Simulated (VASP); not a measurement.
Write the native input for VASP 6.6.1 that does the following.

```yaml
Task: single point
Functional: PBEsol
Potentials_or_basis: VASP PAW PBE potentials, release 64 (Tl_d)
Cutoff: 520 eV
k_mesh: 12 × 12 × 6
Occupations: fermi-dirac, width 0.1 eV
Spin: no spin polarisation
Dipole_correction: no
Further_INCAR_settings: ALGO = Normal; EDIFF = 1e-06; NBANDS = 20
```

The structure of Tl lies in POSCAR:

```
Tl
1.0
    3.4759623022      0.0000000000      0.0000000000
   -1.7379811511      3.0102716563      0.0000000000
    0.0000000000      0.0000000000      5.4882242543
Tl
2
Direct
    0.3333333333      0.6666666667      0.2500000000
    0.6666666667      0.3333333333      0.7500000000
```

The input as run:

INCAR

```
SYSTEM = Tl
PREC = Accurate ; ENCUT = 520
EDIFF = 1E-6 ; ISMEAR = -1
SIGMA = 0.1 ; LREAL = .FALSE.
LASPH = .TRUE. ; NELM = 60
ALGO = Normal ; ISIF = 2
LWAVE = .FALSE. ; LCHARG = .FALSE.
GGA = PS ; NBANDS = 20
```

KPOINTS

```
regular mesh
0
G
  12 12 6
  0 0 0
```

Potentials or basis: VASP PAW PBE potentials, release 64 (Tl_d).

Command:

```sh
$ cat potpaw_PBE.64/Tl_d/POTCAR > POTCAR
$ mpirun -np 1 vasp_std > vasp.out
```

Results of the run:

The pressure is -0.1 GPa and the band gap on the k mesh is zero (bands 13 and 14 overlap by 5.91 eV).

Caveat: the PAW data sets were made with another functional, which shifts forces and pressure a little; spin-orbit coupling is left out, which moves the levels of the heavy elements.

Wall time 46 s on 1 thread of Intel(R) Xeon(R) Platinum 8488C (Sapphire Rapids) (shared host), peak memory 0.21 GiB.
